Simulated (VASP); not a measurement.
Input of a VASP 6.6.1 run:

POSCAR

```
Ru
1.0
    2.7109615491      0.0000000000      0.0000000000
   -1.3554807746      2.3477615702      0.0000000000
    0.0000000000      0.0000000000      4.2776162149
Ru
2
Direct
    0.3333333333      0.6666666667      0.2500000000
    0.6666666667      0.3333333333      0.7500000000
```

File INCAR.step1:

```
SYSTEM = Ru
  ALGO = Normal
  EDIFF = 1E-5
  ENCUT = 620
  GGA = PE
  GGA_COMPAT = .FALSE.
  ISMEAR = 0
  LASPH = .TRUE.
  LCHARG = .FALSE.
  LREAL = .FALSE.
  LWAVE = .TRUE.
  NBANDS = 23
  NELM = 120
  PREC = Accurate
  SIGMA = 0.1
```

INCAR.step2

```
SYSTEM = Ru
  ALGO = Normal
  EDIFF = 1E-6
  ENCUT = 620
  GGA_COMPAT = .FALSE.
  ISIF = 2
  ISMEAR = 0
  ISTART = 1
  LASPH = .TRUE.
  LCHARG = .FALSE.
  LMIXTAU = .TRUE.
  LREAL = .FALSE.
  LWAVE = .FALSE.
  METAGGA = R2SCAN
  NBANDS = 23
  NELM = 120
  PREC = Accurate
  SIGMA = 0.1
```

File KPOINTS:

```
k-points
0
G
  18 18 10
  0 0 0
```

Potentials or basis: VASP PAW PBE potentials, release 64 (Ru_sv).

Launch:

```console
$ cat potpaw_PBE.64/Ru_sv/POTCAR > POTCAR
$ cp INCAR.step1 INCAR
$ mpirun -np 1 vasp_std > vasp.out
$ cp INCAR.step2 INCAR
$ mpirun -np 1 vasp_std > vasp.out
```

Task: Estimate the band gap on the k mesh.

Result: Zero (bands 16 and 17 overlap by 3.24 eV).

Task: Predict the pressure.

Result: -2.9 GPa.

Caveat: the PAW data sets were made with another functional, which shifts forces and pressure a little.
